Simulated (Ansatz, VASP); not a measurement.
**One calculation of La3GePd3, two programs**

```
CELL_PARAMETERS angstrom
5.60138 0.00000 0.00000
0.00000 5.60138 0.00000
0.00000 0.00000 5.60138
ATOMIC_POSITIONS crystal
La 0.50000 0.50000 0.00000
La 0.00000 0.50000 0.50000
La 0.50000 0.00000 0.50000
Pd 0.50000 0.00000 0.00000
Pd 0.00000 0.50000 0.00000
Pd 0.00000 0.00000 0.50000
Ge 0.50000 0.50000 0.50000
```

Alike in both runs: task single point; functional PBE; dispersion D4; k mesh 3 × 3 × 3; occupations gaussian, width 0.0294 eV; no spin polarisation.

|  | VASP | Ansatz |
| --- | --- | --- |
| version | VASP 6.6.1 | Ansatz 0.2.0 |
| potentials or method | VASP PAW PBE potentials, release 64 (La, Pd_sv_GW, Ge_d), cutoff 630 eV | PAW plane waves |
| valence electrons in the cell | 101 | 101 |

```tsv
	VASP	Ansatz	Ansatz less VASP
gap on the k mesh at the Fermi level (eV)	none	none	-
pressure (GPa)	10.2	10.2	+0.02
```

A gap of «none» marks a metal or a gap that the smearing closes.

The k mesh is coarse, so the values compare programs but aren't converged. Spin-orbit coupling is off throughout.
